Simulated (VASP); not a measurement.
A run of VASP 6.6.1 is set up as follows.

File INCAR:

```
SYSTEM = C
PREC = Accurate ; ENCUT = 520
EDIFF = 1E-7 ; ISMEAR = 0
SIGMA = 0.1 ; LREAL = .False.
LASPH = .True. ; NELM = 100
ALGO = Normal ; ISIF = 2
LWAVE = .False. ; LCHARG = .False.
GGA = PE ; NBANDS = 26
```

Contents of KPOINTS:

```
Automatic mesh
0
Gamma
  4 4 4
  0 0 0
```

The input POSCAR:

```
C
1.0
    2.4683138478      2.4683138478     -2.4877391965
   -2.4683138478      2.4683138478      2.4877391965
    2.4683138478     -2.4683138478      2.4877391965
C
8
Direct
    0.5000000000      0.5889064086      0.4110935914
    0.3221871828      0.1610935914      0.1610935914
    0.6778128172      0.8389064086      0.8389064086
    0.5000000000      0.9110935914      0.0889064086
    0.0000000000      0.1610935914      0.8389064086
    0.1778128172      0.5889064086      0.0889064086
    0.8221871828      0.9110935914      0.4110935914
    1.0000000000      0.8389064086      0.1610935914
```

Potentials or basis: VASP PAW PBE potentials, release 64 (C).

Run with:

```bash
$ cat potpaw_PBE.64/C/POTCAR > POTCAR
$ mpirun -np 1 vasp_std > vasp.out
```

Q: Estimate the largest force.

A: 0.022 eV/Å.

Q: Predict the band gap on the k mesh.

A: 3.27 eV (least direct gap 3.52 eV).

Q: What does it give for the pressure?

A: 0.5 GPa.

Stress tensor (GPa, compression positive):
```
0.54 0.00 0.00
0.00 0.54 0.00
0.00 0.00 0.39
```

Caveat: the k points lie up to 0.45 Å⁻¹ apart. A k mesh can miss the band edges.
